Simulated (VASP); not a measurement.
# SiNi3 (Pm-3m) in VASP: notebook, part 2 of 2

VASP 6.6.1. The steps go on from the part before.

## 4. Single point, r2SCAN, collinear spin, ferromagnetic start

File POSCAR:

```
SiNi3
1.0
    3.5420000000      0.0000000000      0.0000000000
    0.0000000000      3.5420000000      0.0000000000
    0.0000000000      0.0000000000      3.5420000000
Ni Si
3 1
Direct
    0.5000000000      0.5000000000      0.0000000000
    0.5000000000      0.0000000000      0.5000000000
    0.0000000000      0.5000000000      0.5000000000
    0.0000000000      0.0000000000      0.0000000000
```

File INCAR.step1:

```
SYSTEM = SiNi3
ALGO     = Normal         ! electronic algorithm
EDIFF    = 1E-4           ! SCF threshold, eV
ENCUT    = 520            ! plane-wave cutoff, eV
GGA      = PE             ! functional
ISMEAR   = -1             ! smearing method
ISPIN    = 2              ! spin polarisation
LASPH    = .TRUE.         ! aspherical terms in the spheres
LCHARG   = .FALSE.        ! write CHGCAR
LMAXMIX  = 4              ! l up to which the mixer works
LREAL    = .FALSE.        ! projectors in reciprocal space
LWAVE    = .TRUE.         ! write WAVECAR
MAGMOM   = 1 1 1 0        ! initial moments
NBANDS   = 29             ! bands
NELM     = 150            ! most SCF steps
PREC     = Accurate       ! precision mode
SIGMA    = 0.05           ! smearing width, eV
```

File INCAR.step2:

```
SYSTEM = SiNi3
ALGO     = Normal         ! electronic algorithm
EDIFF    = 1E-7           ! SCF threshold, eV
ENCUT    = 520            ! plane-wave cutoff, eV
ISIF     = 2              ! what is computed and relaxed
ISMEAR   = -1             ! smearing method
ISPIN    = 2              ! spin polarisation
ISTART   = 1            
LASPH    = .TRUE.         ! aspherical terms in the spheres
LCHARG   = .FALSE.        ! write CHGCAR
LMAXMIX  = 4              ! l up to which the mixer works
LMIXTAU  = .TRUE.       
LORBIT   = 11             ! projections on sites
LREAL    = .FALSE.        ! projectors in reciprocal space
LWAVE    = .FALSE.        ! write WAVECAR
MAGMOM   = 1 1 1 0        ! initial moments
METAGGA  = R2SCAN         ! meta-GGA
NBANDS   = 29             ! bands
NELM     = 150            ! most SCF steps
PREC     = Accurate       ! precision mode
SIGMA    = 0.05           ! smearing width, eV
```

File KPOINTS:

```
k-points
0
G
  9 9 9
  0 0 0
```

The run is started by

```console
cat potpaw_PBE.64/Ni/POTCAR potpaw_PBE.64/Si/POTCAR > POTCAR
cp INCAR.step1 INCAR
mpirun -np 1 vasp_std > vasp.out
cp INCAR.step2 INCAR
mpirun -np 1 vasp_std > vasp.out
```

It took 2.8 min on 1 thread of AMD EPYC 9R45 (Zen 5), shared host; peak memory 0.19 GiB.

The run converged. Its results:

- Free energy: -46.2601 eV
- Pressure: -13.2 GPa
- Band gap on the k mesh: zero (filled and empty bands overlap)
- Net moment: -0.01 μB per cell
- Valence electrons inside the program's atomic spheres: Ni 9.45; Si 1.53

Levels at points of the mesh, in eV from the Fermi level:
Spin up:
```
           k point  band 15  band 16  band 17  band 18  band 19  band 20
(0.00, 0.00, 0.00)    -0.70    -0.35     0.03     0.03     0.03     4.96
```
Spin down:
```
           k point  band 14  band 15  band 16  band 17  band 18  band 19  band 20  band 21
(0.00, 0.00, 0.00)    -0.71    -0.71    -0.36     0.03     0.03     0.03     4.96     6.41
```

Caveat: the cell stands under tension; the moments typed at the start vanished in this run; the PAW data sets were made with another functional, which shifts forces and pressure a little.

## 5. Single point, r2SCAN, collinear spin, ferromagnetic start

POSCAR is that of step 4.

File INCAR.step1:

```
PREC = Accurate
ENCUT = 520
ISMEAR = -1
SIGMA = 0.05
LREAL = False
LASPH = True
NELM = 150
ISPIN = 2
MAGMOM = 1 1 1 0
LMAXMIX = 4
NBANDS = 29
GGA = PE
ALGO = Normal
EDIFF = 1E-4
LWAVE = True
LCHARG = False
```

File INCAR.step2:

```
PREC = Accurate
ENCUT = 520
EDIFF = 1E-6
ISMEAR = -1
SIGMA = 0.05
LREAL = False
LASPH = True
NELM = 150
ALGO = Normal
ISIF = 2
LWAVE = False
LCHARG = False
ISPIN = 2
MAGMOM = 1 1 1 0
LORBIT = 11
LMAXMIX = 4
METAGGA = R2SCAN
LMIXTAU = True
NBANDS = 29
ISTART = 1
```

File KPOINTS:

```
regular mesh
0
Gamma
  10 10 10
```

Potentials or basis: VASP PAW PBE potentials, release 64 (Ni, Si).

The run is started by

```console
cat potpaw_PBE.64/Ni/POTCAR potpaw_PBE.64/Si/POTCAR > POTCAR
cp INCAR.step1 INCAR
mpirun -np 1 vasp_std > vasp.out
cp INCAR.step2 INCAR
mpirun -np 1 vasp_std > vasp.out
```

OUTCAR:

```text
PREC = Accurate
   ENCUT = 520
   EDIFF = 1E-6
   ISMEAR = -1
   LREAL = False
   LASPH = True
   NELM = 150
   ISIF = 2
   ISPIN = 2
   LORBIT = 11
   METAGGA = R2SCAN
   ISTART = 1

 ion  position               nearest neighbor table
   1  0.500  0.500  0.000-   2 2.50   3 2.50   4 2.50   2 2.50   3 2.50   2 2.50   4 2.50   2 2.50
                             3 2.50   4 2.50   3 2.50   4 2.50
   2  0.500  0.000  0.500-   1 2.50   3 2.50   4 2.50   1 2.50   4 2.50   1 2.50   3 2.50   1 2.50
                             3 2.50   4 2.50   4 2.50   3 2.50
   3  0.000  0.500  0.500-   1 2.50   2 2.50   4 2.50   1 2.50   4 2.50   2 2.50   4 2.50   4 2.50
                             1 2.50   2 2.50   1 2.50   2 2.50
   4  0.000  0.000  0.000-   1 2.50   2 2.50   3 2.50   2 2.50   3 2.50   1 2.50   3 2.50   3 2.50
                             1 2.50   2 2.50   2 2.50   1 2.50

  LATTYP: Found a simple cubic cell.
 ALAT       =     3.5420000000

  Lattice vectors:

 A1 = (   3.5420000000,   0.0000000000,   0.0000000000)
 A2 = (   0.0000000000,   3.5420000000,   0.0000000000)
 A3 = (   0.0000000000,   0.0000000000,   3.5420000000)

Analysis of symmetry for initial positions (statically):
=====================================================================
 Subroutine PRICEL returns:
 Original cell was already a primitive cell.

 Routine SETGRP: Setting up the symmetry group for a
 simple cubic supercell.

 Subroutine GETGRP returns: Found 48 space group operations
 (whereof 48 operations were pure point group operations)
 out of a pool of 48 trial point group operations.

The static configuration has the point symmetry O_h .

Analysis of symmetry for dynamics (positions and initial velocities):
=====================================================================
 Subroutine PRICEL returns:
 Original cell was already a primitive cell.

 Routine SETGRP: Setting up the symmetry group for a
 simple cubic supercell.

 Subroutine GETGRP returns: Found 48 space group operations
 (whereof 48 operations were pure point group operations)
 out of a pool of 48 trial point group operations.

The dynamic configuration has the point symmetry O_h .

Analysis of structural, dynamic, and magnetic symmetry:
=====================================================================
 Subroutine PRICEL returns:
 Original cell was already a primitive cell.

 Routine SETGRP: Setting up the symmetry group for a
 simple cubic supercell.

 Subroutine GETGRP returns: Found 48 space group operations
 (whereof 48 operations were pure point group operations)
 out of a pool of 48 trial point group operations.

The overall configuration has the point symmetry O_h .

 Subroutine INISYM returns: Found 48 space group operations
 (whereof 48 operations are pure point group operations),
 and found     1 'primitive' translations

----------------------------------------------------------------------------------------

                                     Primitive cell

  volume of cell :      44.4371

  direct lattice vectors                    reciprocal lattice vectors
     3.542000000  0.000000000  0.000000000     0.282326369  0.000000000  0.000000000
     0.000000000  3.542000000  0.000000000     0.000000000  0.282326369  0.000000000
     0.000000000  0.000000000  3.542000000     0.000000000  0.000000000  0.282326369

[... 74 lines left out ...]
   ions per type =               3   1
   NGX,Y,Z   is equivalent  to a cutoff of  13.14, 13.14, 13.14 a.u.
   NGXF,Y,Z  is equivalent  to a cutoff of  26.28, 26.28, 26.28 a.u.
 SYSTEM =  unknown system
   PREC   = accura    normal or accurate (medium, high low for compatibility)
   ISTART =      1    job   : 0-new  1-cont  2-samecut
   ICHARG =      0    charge: 1-file 2-atom 10-const
   ISPIN  =      2    spin polarized calculation?
   LNONCOLLINEAR =      F non collinear calculations
   LSORBIT =      F    spin-orbit coupling
   LASPH  =      T    aspherical Exc in radial PAW
   ENCUT  =  520.0 eV  38.22 Ry    6.18 a.u.   6.59  6.59  6.59*2*pi/ulx,y,z
   NELM   =    150;   NELMIN=  2; NELMDL=  0     # of ELM steps
   EDIFF  = 0.1E-05   stopping-criterion for ELM
   LREAL  =      F    real-space projection
[... 7 lines left out ...]
   TEBEG  =    0.0;   TEEND  =   0.0 temperature during run
   PSTRESS=    0.0 pullay stress
   NELECT =      34.0000    total number of electrons
   NUPDOWN=      -1.0000    fix difference up-down
   EMIN   =  10.00;   EMAX   =-10.00  energy-range for DOS
   EFERMI =   0.00;   METHOD = LEGACY
   ISMEAR =    -1;   SIGMA  =   0.05  broadening in eV -4-tet -1-fermi 0-gaus
   EFERMI_NEDOS =   21; number of points for ismear=-14 and -15
   IALGO  =     38    algorithm
   IMIX   =      4    mixing-type and parameters
     AMIX     =   0.40;   BMIX     =  1.00
     AMIX_MAG =   1.60;   BMIX_MAG =  1.00
  volume/ion in A,a.u.               =      11.11        74.97
  Fermi-wavevector in a.u.,A,eV,Ry     =   1.497336  2.829555 30.504465  2.242015
  Thomas-Fermi vector in A             =   2.609237
   LORBIT       =     11    0 simple, 1 ext, 2 COOP (PROOUT), +10 PAW based schemes
   METAGGA = R2SCAN    functional components
   LHFCALC =     F    Hartree Fock is set to
   AEXX    =    0.0000 exact exchange contribution
   IVDW    =     0    specifies the selected vdW correction
   LEPSILON=     F    determine dielectric tensor
   LRPA    =     F    only Hartree local field effects (RPA)
 spin polarized calculation
  energy-cutoff  :      520.00
  volume of cell :       44.44
 maximum number of plane-waves:      1222
 NGX is ok and might be reduce to    28
   NGX = 13   NGY = 13   NGZ = 13

 number of electron      33.9999988 magnetization      -0.0061185

 Free energy of the ion-electron system (eV)
  ---------------------------------------------------
  ext. energy  EPLUGINS =         0.00000000
  ---------------------------------------------------
  free energy    TOTEN  =       -46.26086951 eV

  energy without entropy =      -46.24384060  energy(sigma->0) =      -46.25235505

 E-fermi :  10.0401     XC(G=0): -13.9940

 val. band max:       10.0186359181   @ k =   0.1000   0.1000   0.0000
 cond. band min:      10.0676698209   @ k =   0.0000   0.0000   0.0000
 fundamental gap:      0.0490339028
 Fermi energy:        10.0401293807

 spin component 1

 k-point     1 :       0.0000    0.0000    0.0000
  band No.  band energies     occupation
      1      -2.2121      1.00000
      2       5.1600      1.00000
      3       6.0234      1.00000
      4       6.0234      1.00000
      5       6.5565      1.00000
      6       6.5565      1.00000
[... 757 lines left out ...]
     28      24.6226      0.00000
     29      25.3004      0.00000

 [... further k-points ...]

 spin component 2

 k-point     1 :       0.0000    0.0000    0.0000
  band No.  band energies     occupation
      1      -2.2110      1.00000
      2       5.1600      1.00000
      3       6.0219      1.00000
      4       6.0219      1.00000
      5       6.5525      1.00000
      6       6.5525      1.00000
[... 757 lines left out ...]
     28      24.6227      0.00000
     29      25.3009      0.00000

 [... further k-points ...]
[... 5 lines left out ...]
  --------------------------------------------------------------------------------------
  -------------------------------------------------------------------------------------
  Total       -3.6531723     -3.6531723     -3.6531723      0.0000000      0.0000000     -0.0000000
  in kB     -131.7149489   -131.7149489   -131.7149489      0.0000000      0.0000000     -0.0000000
  external PRESSURE =    -131.7149489 kB  Pullay stress =       0.0000000 kB

 VOLUME and BASIS-vectors are now :
 -----------------------------------------------------------------------------
  energy-cutoff  :      520.00
  volume of cell :       44.44
      direct lattice vectors                 reciprocal lattice vectors
     3.542000000  0.000000000  0.000000000     0.282326369  0.000000000  0.000000000
     0.000000000  3.542000000  0.000000000     0.000000000  0.282326369  0.000000000
     0.000000000  0.000000000  3.542000000     0.000000000  0.000000000  0.282326369

 POSITION                                       TOTAL-FORCE (eV/Angst)
 -----------------------------------------------------------------------------------
      1.77100      1.77100      0.00000         0.000000      0.000000      0.000000
      1.77100      0.00000      1.77100         0.000000      0.000000      0.000000
      0.00000      1.77100      1.77100         0.000000      0.000000      0.000000
      0.00000      0.00000      0.00000         0.000000      0.000000      0.000000
 -----------------------------------------------------------------------------------
    total drift:                                0.000000      0.000000      0.000000

  FREE ENERGIE OF THE ION-ELECTRON SYSTEM (eV)
  ---------------------------------------------------
  free  energy   TOTEN  =       -46.2608695076 eV

  energy  without entropy=      -46.2438405980  energy(sigma->0) =      -46.25235505

 total charge

# of ion       s       p       d       tot
------------------------------------------
    1        0.482   0.559   8.406   9.446
    2        0.482   0.559   8.406   9.446
    3        0.482   0.559   8.406   9.446
    4        0.717   0.815   0.000   1.532
--------------------------------------------------
tot          2.162   2.491  25.217  29.870

 magnetization (x)

# of ion       s       p       d       tot
------------------------------------------
    1        0.000   0.000  -0.003  -0.002
    2        0.000   0.000  -0.003  -0.002
    3        0.000   0.000  -0.003  -0.002
    4        0.000   0.000   0.000   0.000
--------------------------------------------------
tot          0.000   0.001  -0.008  -0.007
```

Run time: 4.2 min. Hardware: 1 thread of AMD EPYC 9R45 (Zen 5), shared host; peak memory 0.22 GiB.

Results:

```
Free energy                                           : -46.2609 eV
Pressure                                              : -13.2 GPa
Band gap on the k mesh                                : zero (filled and empty bands overlap)
Net moment                                            : -0.01 μB per cell
Valence electrons inside the program's atomic spheres : Ni 9.45; Si 1.53
```

Levels at points of the mesh, in eV from the Fermi level:
Spin up:
| k point | band 13 | band 14 | band 15 | band 16 | band 17 | band 18 | band 19 | band 20 | band 21 | band 22 |
| --- | --- | --- | --- | --- | --- | --- | --- | --- | --- | --- |
| (0.00, 0.00, 0.00) | -0.94 | -0.70 | -0.70 | -0.35 | 0.03 | 0.03 | 0.03 | 4.96 | 6.41 | 6.41 |
| (0.50, 0.00, 0.00) | -1.28 | -1.28 | -1.17 | -0.64 | 0.04 | 3.63 | 3.63 | 5.41 | 5.41 | 5.52 |
| (0.50, 0.50, 0.00) | -1.48 | -1.46 | -1.11 | -1.01 | -0.91 | 0.61 | 0.61 | 5.65 | 6.65 | 7.87 |
| (0.50, 0.50, 0.50) | -1.50 | -1.24 | -1.24 | -0.39 | -0.22 | -0.22 | -0.22 | 1.22 | 4.08 | 4.08 |
Spin down:
```
           k point  band 15  band 16  band 17  band 18  band 19  band 20
(0.00, 0.00, 0.00)    -0.70    -0.35     0.03     0.03     0.03     4.96
(0.50, 0.00, 0.00)    -1.17    -0.64     0.03     3.63     3.63     5.41
(0.50, 0.50, 0.00)    -1.12    -1.01    -0.92     0.61     0.61     5.65
(0.50, 0.50, 0.50)    -1.25    -0.39    -0.23    -0.23    -0.23     1.22
```

Caveat: the cell stands under tension; the moments typed at the start vanished in this run; the PAW data sets were made with another functional, which shifts forces and pressure a little.

## 6. Summary

| level | k mesh | smearing | gap on the mesh (eV) | pressure (GPa) | moment (μB) |
| --- | --- | --- | --- | --- | --- |
| PBEsol | 6 × 6 × 6 | gaussian 0.05 eV | none | -13.9 | 0.00 |
| r2SCAN | 7 × 7 × 7 | fermi-dirac 0.05 eV | none | -13.2 | 0.00 |
| r2SCAN | 9 × 9 × 9 | fermi-dirac 0.05 eV | none | -13.2 | 0.01 |
| r2SCAN | 10 × 10 × 10 | fermi-dirac 0.05 eV | none | -13.2 | 0.01 |

Alike in all rows: task single point; potentials or basis VASP PAW PBE potentials, release 64 (Ni, Si); spin collinear, ferromagnetic start; cell as given; cutoff (eV) 520.

The pressure there spans -13.9 GPa (PBEsol) to -13.2 GPa (r2SCAN); a positive pressure means that this level wants a larger cell, a negative one a smaller.

Caveats: the cell stands under tension; the moments typed at the start vanished in this run; the PAW data sets were made with another functional, which shifts forces and pressure a little.

Absolute energies hang on the potentials; compare differences alone.

The gap in the log of VASP goes by the Fermi energy; the results here count the filled bands.